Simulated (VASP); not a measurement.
# CoO (R-3m) in VASP: further runs

The runs below take CoO through single point, with PBE+U.

Program: VASP 6.6.1. These are calculated values, not measurements. Logs are shortened: lines on timing, memory, paths and dates and some standing lists are left out, and cuts for length are marked.

### Step 1. The cell of the first run

The structure is trigonal, space group R-3m (No. 166). Conventional cell: a = 2.795 Å, b = 2.795 Å, c = 6.795 Å, α = 90.00°, β = 90.00°, γ = 120.00°. Within 2.6 Å of Co (site symmetry -3m) lie 6 O at 1.97 Å. O (site symmetry -3m) has 6 Co at 1.97 Å within 2.6 Å.

### Step 2. Single point, PBE+U

Contents of INCAR:

```
SYSTEM = CoO
PREC = Accurate
ENCUT = 520
EDIFF = 1E-6
ISMEAR = 0
SIGMA = 0.02
LREAL = .False.
LASPH = .True.
NELM = 150
ALGO = Normal
ISIF = 2
LWAVE = .False.
LCHARG = .False.
LMAXMIX = 4
LDAU = .True.
LDAUTYPE = 2
LDAUL = 2 -1
LDAUU = 3.32 0
LDAUJ = 0 0
LDAUPRINT = 1
GGA = PE
NBANDS = 14
```

Contents of KPOINTS:

```
regular mesh
0
Gamma
  12 12 12
  0 0 0
```

Contents of POSCAR:

```
CoO
1.0
    1.3975541254      0.8068782505      2.2650274965
   -1.3975541254      0.8068782505      2.2650274965
    0.0000000000     -1.6137565011      2.2650274965
Co O
1 1
Direct
    0.0000000000      0.0000000000      0.0000000000
    0.5000000000      0.5000000000      0.5000000000
```

Potentials or basis: VASP PAW PBE potentials, release 64 (Co, O).

Run with:

```bash
> cat potpaw_PBE.64/Co/POTCAR potpaw_PBE.64/O/POTCAR > POTCAR
> mpirun -np 1 vasp_std > vasp.out
```

OUTCAR:

```text
SYSTEM = CoO
   PREC = Accurate
   ENCUT = 520
   EDIFF = 1E-6
   ISMEAR = 0
   LREAL = .False.
   LASPH = .True.
   NELM = 150
   ISIF = 2
   GGA = PE

 ion  position               nearest neighbor table
   1  0.000  0.000  0.000-   2 1.97   2 1.97   2 1.97   2 1.97   2 1.97   2 1.97
   2  0.500  0.500  0.500-   1 1.97   1 1.97   1 1.97   1 1.97   1 1.97   1 1.97

  LATTYP: Found a trigonal (rhomboedric) cell.
 ALAT       =     2.7811076219
 COS(alpha) =     0.4949531368

  Lattice vectors:

 A1 = (   1.3975541254,   0.8068782505,   2.2650274965)
 A2 = (  -1.3975541254,   0.8068782505,   2.2650274965)
 A3 = (   0.0000000000,  -1.6137565011,   2.2650274965)

Analysis of symmetry for initial positions (statically):
=====================================================================
 Subroutine PRICEL returns:
 Original cell was already a primitive cell.

 Routine SETGRP: Setting up the symmetry group for a
 trigonal (rhombohedral) supercell.

 Subroutine GETGRP returns: Found 12 space group operations
 (whereof 12 operations were pure point group operations)
 out of a pool of 12 trial point group operations.

The static configuration has the point symmetry D_3d.

Analysis of symmetry for dynamics (positions and initial velocities):
=====================================================================
 Subroutine PRICEL returns:
 Original cell was already a primitive cell.

 Routine SETGRP: Setting up the symmetry group for a
 trigonal (rhombohedral) supercell.

 Subroutine GETGRP returns: Found 12 space group operations
 (whereof 12 operations were pure point group operations)
 out of a pool of 12 trial point group operations.

The dynamic configuration has the point symmetry D_3d.

 Subroutine INISYM returns: Found 12 space group operations
 (whereof 12 operations are pure point group operations),
 and found     1 'primitive' translations

----------------------------------------------------------------------------------------

                                     Primitive cell

  volume of cell :      15.3250
[... 150 lines left out ...]
 -0.0000  0.2428  0.0000 -0.0000  0.7931

 occupancies and eigenvectors

  o =  0.4519  v =  0.5797 -0.0000 -0.0000 -0.8148  0.0000  0.0000  0.0000  0.0000  0.0000  0.0000      0.0000  0.0000  0.0000  0.0000  0.0000  0.0000  0.0000  0.0000  0.0000  0.0000
  o =  0.4519  v =  0.0000  0.0000  0.0000  0.0000  0.0000  0.5797 -0.0000 -0.0000 -0.8148  0.0000      0.0000  0.0000  0.0000  0.0000  0.0000  0.0000  0.0000  0.0000  0.0000  0.0000
  o =  0.4519  v = -0.0000 -0.8148 -0.0000  0.0000  0.5797  0.0000  0.0000  0.0000  0.0000  0.0000      0.0000  0.0000  0.0000  0.0000  0.0000  0.0000  0.0000  0.0000  0.0000  0.0000
  o =  0.4519  v =  0.0000  0.0000  0.0000  0.0000  0.0000 -0.0000 -0.8148 -0.0000  0.0000  0.5797      0.0000  0.0000  0.0000  0.0000  0.0000  0.0000  0.0000  0.0000  0.0000  0.0000
  o =  0.9657  v =  0.0000 -0.0000  1.0000  0.0000 -0.0000  0.0000  0.0000  0.0000  0.0000  0.0000      0.0000  0.0000  0.0000  0.0000  0.0000  0.0000  0.0000  0.0000  0.0000  0.0000
  o =  0.9657  v =  0.0000  0.0000  0.0000  0.0000  0.0000  0.0000 -0.0000  1.0000  0.0000 -0.0000      0.0000  0.0000  0.0000  0.0000  0.0000  0.0000  0.0000  0.0000  0.0000  0.0000
  o =  0.9659  v =  0.8148  0.0000  0.0000  0.5797  0.0000  0.0000  0.0000  0.0000  0.0000  0.0000      0.0000  0.0000  0.0000  0.0000  0.0000  0.0000  0.0000  0.0000  0.0000  0.0000
  o =  0.9659  v =  0.0000  0.0000  0.0000  0.0000  0.0000  0.8148  0.0000  0.0000  0.5797  0.0000      0.0000  0.0000  0.0000  0.0000  0.0000  0.0000  0.0000  0.0000  0.0000  0.0000
  o =  0.9659  v =  0.0000  0.0000  0.0000  0.0000  0.0000 -0.0000  0.5797  0.0000 -0.0000  0.8148      0.0000  0.0000  0.0000  0.0000  0.0000  0.0000  0.0000  0.0000  0.0000  0.0000
  o =  0.9659  v = -0.0000  0.5797  0.0000 -0.0000  0.8148  0.0000  0.0000  0.0000  0.0000  0.0000      0.0000  0.0000  0.0000  0.0000  0.0000  0.0000  0.0000  0.0000  0.0000  0.0000

 number of electron      15.0000004 magnetization

 Free energy of the ion-electron system (eV)
  ---------------------------------------------------
  ext. energy  EPLUGINS =         0.00000000
  ---------------------------------------------------
  free energy    TOTEN  =       -10.44516011 eV

  energy without entropy =      -10.44467446  energy(sigma->0) =      -10.44491729

 E-fermi :  11.5297     XC(G=0): -13.7808

 val. band max:       11.5202421629   @ k =  -0.3333   0.5000   0.2500
 cond. band min:      11.5443215476   @ k =  -0.2500   0.3333   0.0833
 fundamental gap:      0.0240793847
 Fermi energy:        11.5297029944

 k-point     1 :       0.0000    0.0000    0.0000
  band No.  band energies     occupation
      1     -11.2003      2.00000
      2       7.0711      2.00000
      3       7.0711      2.00000
      4       7.1293      2.00000
      5       7.8183      2.00000
      6       7.8183      2.00000
      7       7.8696      2.00000
      8      10.0333      2.00000
      9      10.0333      2.00000
     10      14.1764      0.00000
     11      29.1382      0.00000
     12      30.7058      0.00000
     13      30.7058      0.00000
     14      30.9305      0.00000
[... 377 lines left out ...]
      1      -9.3022      2.00000
      2       1.5087      2.00000
      3       3.9520      2.00000
      4       4.4328      2.00000
      5       9.1188      2.00000
      6       9.1635      2.00000
      7       9.6876      2.00000
      8      12.5707      0.00000
      9      13.4101      0.00000
     10      18.9912      0.00000
     11      22.9129      0.00000
     12      24.9093      0.00000
     13      27.9209      0.00000
     14      35.6228      0.00000

 [... further k-points ...]
[... 5 lines left out ...]
  --------------------------------------------------------------------------------------
  -------------------------------------------------------------------------------------
  Total        2.9756650      2.9756650      3.0900873      0.0000000     -0.0000000      0.0000000
  in kB      311.0951514    311.0951514    323.0576007      0.0000000     -0.0000000      0.0000000
  external PRESSURE =     315.0826345 kB  Pullay stress =       0.0000000 kB

 VOLUME and BASIS-vectors are now :
 -----------------------------------------------------------------------------
  energy-cutoff  :      520.00
  volume of cell :       15.33
      direct lattice vectors                 reciprocal lattice vectors
     1.397554125  0.806878250  2.265027497     0.357767897  0.206557391  0.147165248
    -1.397554125  0.806878250  2.265027497    -0.357767897  0.206557391  0.147165248
     0.000000000 -1.613756501  2.265027497     0.000000000 -0.413114783  0.147165248

 POSITION                                       TOTAL-FORCE (eV/Angst)
 -----------------------------------------------------------------------------------
      0.00000      0.00000      0.00000        -0.000000     -0.000000     -0.000000
      0.00000     -0.00000      3.39754         0.000000      0.000000      0.000000
 -----------------------------------------------------------------------------------
    total drift:                               -0.000000      0.000000     -0.000000

  FREE ENERGIE OF THE ION-ELECTRON SYSTEM (eV)
  ---------------------------------------------------
  free  energy   TOTEN  =       -10.4451601140 eV

  energy  without entropy=      -10.4446744614  energy(sigma->0) =      -10.44491729
```

OSZICAR:

```text
N       E                     dE             d eps       ncg     rms          rms(c)
DAV:   1     0.759134389770E+02    0.75913E+02   -0.71232E+03  5594   0.131E+03
DAV:   2    -0.729037864525E+01   -0.83204E+02   -0.73653E+02  5934   0.261E+02
DAV:   3    -0.110117668849E+02   -0.37214E+01   -0.36180E+01  5862   0.614E+01
DAV:   4    -0.110509776215E+02   -0.39211E-01   -0.39192E-01  6138   0.602E+00
DAV:   5    -0.110519596470E+02   -0.98203E-03   -0.98200E-03  6196   0.972E-01    0.174E+01
DAV:   6    -0.106635024520E+02    0.38846E+00   -0.72965E+00  5396   0.563E+01    0.114E+01
DAV:   7    -0.102700817264E+02    0.39342E+00   -0.29697E+00  5372   0.387E+01    0.696E+00
DAV:   8    -0.104304064874E+02   -0.16032E+00   -0.18175E-01  5448   0.104E+01    0.114E+00
DAV:   9    -0.104440574225E+02   -0.13651E-01   -0.36571E-02  5730   0.212E+00    0.229E-01
DAV:  10    -0.104454405923E+02   -0.13832E-02   -0.31350E-03  7518   0.810E-01    0.140E-01
DAV:  11    -0.104451572151E+02    0.28338E-03   -0.53785E-04  6190   0.576E-01    0.138E-02
DAV:  12    -0.104451603557E+02   -0.31406E-05   -0.63288E-05  6410   0.892E-02    0.595E-03
DAV:  13    -0.104451601140E+02    0.24170E-06   -0.10437E-06  3996   0.185E-02
   1 F= -.10445160E+02 E0= -.10444917E+02  d E =-.485653E-03
```

It took 51 s on 1 thread of Intel Xeon 8259CL, shared host; peak memory 0.17 GiB.

What came out:

```yaml
Free_energy: -10.4452 eV
Pressure: 31.5 GPa
Band_gap_on_the_k_mesh: zero (an odd number of electrons rules out a gap without spin polarisation)
```

Stress tensor (GPa, compression positive):
```
31.11  0.00  0.00
 0.00 31.11  0.00
 0.00  0.00 32.31
```

Levels at points of the mesh, in eV from the Fermi level:
```tsv
k point	band 4	band 5	band 6	band 7	band 8	band 9	band 10	band 11
(0.00, 0.00, 0.00)	-4.40	-3.71	-3.71	-3.66	-1.50	-1.50	2.65	17.61
(0.50, 0.00, 0.00)	-7.22	-2.31	-2.27	-1.73	2.11	2.13	5.77	11.70
(0.50, 0.50, 0.00)	-5.86	-5.18	-1.99	-1.99	-0.86	0.13	8.11	11.39
(0.50, 0.50, 0.50)	-7.31	-2.27	-2.27	-1.69	2.14	2.14	5.69	11.84
```

Eigenvalues of the final occupation matrices:
| site | spin | trace | eigenvalues |
| --- | --- | --- | --- |
| site 1 d | 1 | 3.80 | 0.45 0.45 0.97 0.97 0.97 |
| site 1 d | 2 | 3.80 | 0.45 0.45 0.97 0.97 0.97 |

Caveat: the cell stands under pressure; an odd number of electrons without spin polarisation forces a metal; a magnetic or distorted state may lie lower; the run has no spin polarisation, though such a crystal can be magnetic; U without spin polarisation on a metal has little footing.

### Step 3. Single point, PBE+U

This run uses another cell than the first one, of 8.24 Å³/atom.

INCAR is that of step 2.

Contents of KPOINTS:

```
Automatic mesh
0
Gamma
  12 12 12
  0 0 0
```

Contents of POSCAR:

```
CoO
1.0
    1.4316541767      0.8265659243      2.3202937309
   -1.4316541767      0.8265659243      2.3202937309
    0.0000000000     -1.6531318486      2.3202937309
Co O
1 1
Direct
    0.0000000000      0.0000000000      0.0000000000
    0.5000000000      0.5000000000      0.5000000000
```

Potentials or basis: VASP PAW PBE potentials, release 64 (Co, O).

Run with:

```bash
> cat potpaw_PBE.64/Co/POTCAR potpaw_PBE.64/O/POTCAR > POTCAR
> mpirun -np 1 vasp_std > vasp.out
```

Wall time 58 s (1 thread of Intel Xeon 8259CL, shared host); peak memory 0.18 GiB.

The run converged. Its results:

```yaml
Free_energy: -10.5885 eV
Pressure: 9.4 GPa
Band_gap_on_the_k_mesh: zero (an odd number of electrons rules out a gap without spin polarisation)
```

Stress tensor (GPa, compression positive):
```
 8.97  0.00  0.00
 0.00  8.97  0.00
 0.00  0.00 10.22
```

Levels at points of the mesh, in eV from the Fermi level:
```tsv
k point	band 3	band 4	band 5	band 6	band 7	band 8	band 9	band 10	band 11	band 12
(0.00, 0.00, 0.00)	-4.09	-4.04	-3.44	-3.44	-3.40	-1.26	-1.26	2.14	17.43	18.66
(0.50, 0.00, 0.00)	-6.64	-6.59	-2.21	-2.17	-1.69	1.95	1.97	5.62	10.96	14.85
(0.50, 0.50, 0.00)	-5.47	-5.41	-4.71	-1.94	-1.94	-0.70	0.08	7.54	10.89	12.09
(0.50, 0.50, 0.50)	-6.67	-6.67	-2.18	-2.18	-1.66	1.98	1.98	5.55	11.09	14.76
```

Eigenvalues of the final occupation matrices:
```
    site  spin  trace               eigenvalues
site 1 d     1   3.76  0.43 0.43 0.96 0.96 0.96
site 1 d     2   3.76  0.43 0.43 0.96 0.96 0.96
```

Caveat: the cell stands under pressure; an odd number of electrons without spin polarisation forces a metal; a magnetic or distorted state may lie lower; the run has no spin polarisation, though such a crystal can be magnetic; U without spin polarisation on a metal has little footing. Spin polarisation is off, so any magnetic state and its effect on volume and gap are missing.

### Step 4. Single point, PBE+U

This run uses another cell than the first one, of 8.81 Å³/atom.

Contents of INCAR:

```
SYSTEM = CoO
PREC = Accurate ; ENCUT = 520
EDIFF = 1E-6 ; ISMEAR = 0
SIGMA = 0.02 ; LREAL = .FALSE.
LASPH = .TRUE. ; NELM = 150
ALGO = Normal ; ISIF = 2
LWAVE = .FALSE. ; LCHARG = .FALSE.
LMAXMIX = 4 ; LDAU = .TRUE.
LDAUTYPE = 2 ; LDAUL = 2 -1
LDAUU = 3.32 0 ; LDAUJ = 0 0
LDAUPRINT = 1 ; GGA = PE
NBANDS = 14
```

Contents of KPOINTS:

```
regular mesh
0
G
  12 12 12
  0 0 0
```

Contents of POSCAR:

```
CoO
1.0
    1.4642028572      0.8453579138      2.3730456458
   -1.4642028572      0.8453579138      2.3730456458
    0.0000000000     -1.6907158275      2.3730456458
Co O
1 1
Direct
    0.0000000000      0.0000000000      0.0000000000
    0.5000000000      0.5000000000      0.5000000000
```

Run with:

```bash
> cat potpaw_PBE.64/Co/POTCAR potpaw_PBE.64/O/POTCAR > POTCAR
> mpirun -np 1 vasp_std > vasp.out
```

Run time: 70 s. Hardware: 1 thread of Intel Xeon 8259CL, shared host; peak memory 0.18 GiB.

The run converged. Its results:

| Property | Result |
| --- | --- |
| Free energy | -10.5997 eV |
| Pressure | -5.6 GPa |
| Band gap on the k mesh | zero (an odd number of electrons rules out a gap without spin polarisation) |

Stress tensor (GPa, compression positive):
```
-6.05  0.00  0.00
 0.00 -6.05  0.00
 0.00  0.00 -4.82
```

Levels at points of the mesh, in eV from the Fermi level:
```tsv
k point	band 5	band 6	band 7	band 8	band 9	band 10
(0.00, 0.00, 0.00)	-3.24	-3.24	-3.20	-1.09	-1.09	1.71
(0.50, 0.00, 0.00)	-2.15	-2.12	-1.69	1.79	1.81	5.46
(0.50, 0.50, 0.00)	-4.35	-1.93	-1.93	-0.60	0.02	7.02
(0.50, 0.50, 0.50)	-2.12	-2.12	-1.66	1.82	1.82	5.39
```

Eigenvalues of the final occupation matrices:
```tsv
site	spin	trace	eigenvalues
site 1 d	1	3.72	0.42 0.42 0.96 0.96 0.96
site 1 d	2	3.72	0.42 0.42 0.96 0.96 0.96
```

Caveat: the cell stands under tension; an odd number of electrons without spin polarisation forces a metal; a magnetic or distorted state may lie lower; the run has no spin polarisation, though such a crystal can be magnetic; U without spin polarisation on a metal has little footing.

[end of part 1 of 2]
